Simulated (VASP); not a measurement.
Crystal: InAs.

```
In As
1.0
     0.00000    3.05772    3.05772
     3.05772    0.00000    3.05772
     3.05772    3.05772    0.00000
In As
1 1
Cartesian
  0.0000 0.0000 0.0000
  4.5866 4.5866 4.5866
```

Base run:

| Item | Value |
| --- | --- |
| Program | VASP 6.6.1 |
| Functional | PBEsol |
| Dispersion | D3(BJ) |
| Potentials or basis | VASP PAW PBE potentials, release 64 (In_d, As) |
| Cutoff | 520 eV |
| k mesh | 8 × 8 × 8 |
| Occupations | fermi-dirac, width 0.05 eV |
| Spin | no spin polarisation |

Its results: band gap on the k mesh zero (filled and empty bands touch); pressure -2.4 GPa.

Problem. The run is repeated on the same cell with these changes: dispersion from D3(BJ) to none. What comes out?

Solution. Band gap on the k mesh zero (filled and empty bands touch); pressure -0.7 GPa.

Dispersion adds attraction, which lowers the pressure at fixed volume and, as a term added to the energy, leaves the levels alone.

Caveats: the PAW data sets were made with another functional, which shifts forces and pressure a little; spin-orbit coupling is left out, which moves the levels of the heavy elements; pairwise dispersion overbinds metals, which lowers pressure and volume (some runs).
